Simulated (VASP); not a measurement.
SiO: single point with PBE-based screened hybrid with 10 % exact exchange

The system is SiO.

```
Si O
1.0
     0.00000    2.43364    2.43364
     2.43364    0.00000    2.43364
     2.43364    2.43364    0.00000
Si O
1 1
Direct
  0.75000 0.75000 0.75000
  0.00000 0.00000 0.00000
```

```yaml
Program: VASP 6.6.1
Task: single point
Functional: PBE-based screened hybrid with 10 % exact exchange
Potentials_or_basis: VASP PAW PBE potentials, release 64 (Si, O)
Cutoff: 520 eV
k_mesh: 5 × 5 × 5
Occupations: fermi-dirac, width 0.05 eV
Spin: no spin polarisation
Dipole_correction: no
Grid_for_exact_exchange_PRECFOCK: Normal
Share_of_exact_exchange: 0.1
Further_INCAR_settings: ALGO = Normal; EDIFF = 1e-06; NBANDS = 12
Screening_parameter: 0.20787 1/Å
```

```
Pressure               : -0.2 GPa
Band gap on the k mesh : 0.15 eV (least direct gap 0.97 eV)
```

Levels at points of the mesh, in eV from the valence-band top:
```
           k point  band 3  band 4  band 5  band 6  band 7  band 8
(0.00, 0.00, 0.00)   -5.54   -5.54   -5.54    4.10    4.10    4.10
```

Run time: 3.4 min on 1 thread of Intel(R) Xeon(R) Platinum 8259CL CPU @ 2.50GHz (Skylake/Cascade Lake), with other jobs on the host, peak memory 0.26 GiB.

Caveat: the k points lie up to 0.45 Å⁻¹ apart; the PAW data sets were made with another functional, which shifts forces and pressure a little; an odd mesh through Γ misses points on the zone boundary, where band edges can lie.
